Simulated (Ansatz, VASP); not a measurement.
Given: the input of a run of Ansatz 0.2.0 on Ge.

The input input.yaml:

```yaml
crystal:
  lattice:
    - [-2.4621655136, 2.6150361352, 1.4175264166]
    - [2.4621655136, -2.6150361352, 1.4175264166]
    - [2.4621655136, 2.6150361352, -1.4175264166]
  atoms:
    - { symbol: Ge, position: [0.314057, 0.064057, 0.25] }
    - { symbol: Ge, position: [0.685943, 0.935943, 0.75] }
hamiltonian:
  xc: lda
  pseudopotentials: { kind: paw }
kpoints:
  mp_grid: { grid: [11, 11, 11] }
scf:
  occupations: { method: fermi_dirac, width: 0.05 }
output:
  forces: true
  stress: true
  eigenvalues: true
```

Potentials or basis: Ansatz PAW.

Launch:

```bash
$ ansatz run input.yaml --threads 2 --pin off --max-ram 5632MiB --backend cpu --events-out ev --progress --plain --runs-dir out
```

Set up the same calculation for VASP 6.6.1. Potentials there: VASP PAW LDA potentials, release 64 (Ge_d).

As run (the cutoff follows the program's own potentials):

File INCAR:

```
PREC = Accurate
ENCUT = 520
EDIFF = 1E-6
ISMEAR = -1
SIGMA = 0.05
LREAL = F
LASPH = T
NELM = 60
ALGO = Normal
ISIF = 2
LWAVE = F
LCHARG = F
NBANDS = 21
```

KPOINTS

```
regular mesh
0
Gamma
  11 11 11
```

File POSCAR:

```
Ge
1.0
   -2.4621655136      2.6150361352      1.4175264166
    2.4621655136     -2.6150361352      1.4175264166
    2.4621655136      2.6150361352     -1.4175264166
Ge
2
Direct
    0.3140570000      0.0640570000      0.2500000000
    0.6859430000      0.9359430000      0.7500000000
```

Potentials or basis: VASP PAW LDA potentials, release 64 (Ge_d).

Launch:

```bash
$ cat potpaw_LDA.64/Ge_d/POTCAR > POTCAR
$ mpirun -np 1 vasp_std > vasp.out
```

Both were run:

|  | VASP | Ansatz | Ansatz less VASP |
| --- | --- | --- | --- |
| gap on the k mesh at the Fermi level (eV) | none | none | - |
| pressure (GPa) | -1.4 | -1.4 | -0.01 |
| traceless stress, the component that is largest in VASP (GPa) | 1.28 | 1.28 | +0.002 |
| rms of the force components (eV/Å) | 0.038 | 0.038 | -0.0002 |

LDA's correlation is that of Perdew and Zunger in VASP and of Perdew and Wang (1992) in Ansatz. Atom by atom the forces differ by 0.000 eV/Å (rms over components). A gap of «none» marks a metal or a gap that the smearing closes.
